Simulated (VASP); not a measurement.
Write the native input for VASP 6.6.1 that does the following.

* Task: single point
* Functional: PBEsol
* Potentials or basis: VASP PAW PBE potentials, release 64 (Mg, Sc_sv)
* Cutoff: 520 eV
* k mesh: 14 × 14 × 14
* Occupations: gaussian, width 0.15 eV
* Spin: no spin polarisation
* Dipole correction: no
* Further INCAR settings: ALGO = Fast; EDIFF = 1e-07; NBANDS = 14

The structure of MgSc lies in POSCAR:

```
MgSc
1.0
    3.5964512400      0.0269733843      0.0000000000
    0.0269733843      3.5964512400      0.0000000000
    0.0000000000      0.0000000000      3.5964512400
Mg Sc
1 1
Direct
    0.0000000000      0.0000000000      0.0000000000
    0.5000000000      0.5000000000      0.5000000000
```

This cell differs from its parent crystal: strain +0.0150 x Voigt [0, 0, 0, 0, 0, 1].

These files were run (other wordings do the same):

INCAR

```
SYSTEM = MgSc
PREC = Accurate ; ENCUT = 520
EDIFF = 1E-7 ; ISMEAR = 0
SIGMA = 0.15 ; LREAL = .FALSE.
LASPH = .TRUE. ; NELM = 60
ALGO = Fast ; ISIF = 2
LWAVE = .FALSE. ; LCHARG = .FALSE.
GGA = PS ; NBANDS = 14
```

KPOINTS

```
Automatic mesh
0
G
  14 14 14
  0 0 0
```

Potentials or basis: VASP PAW PBE potentials, release 64 (Mg, Sc_sv).

Command:

```sh
$ cat potpaw_PBE.64/Mg/POTCAR potpaw_PBE.64/Sc_sv/POTCAR > POTCAR
$ mpirun -np 1 vasp_std > vasp.out
```

Results of the run:

```
Pressure : -1.3 GPa
```

Caveat: the cell differs from its parent crystal (strain +0.0150 x Voigt [0, 0, 0, 0, 0, 1]); the PAW data sets were made with another functional, which shifts forces and pressure a little.

It took 110 s on 1 thread of Intel(R) Xeon(R) 6975P-C (Granite Rapids), with other jobs on the host, peak memory 0.43 GiB.
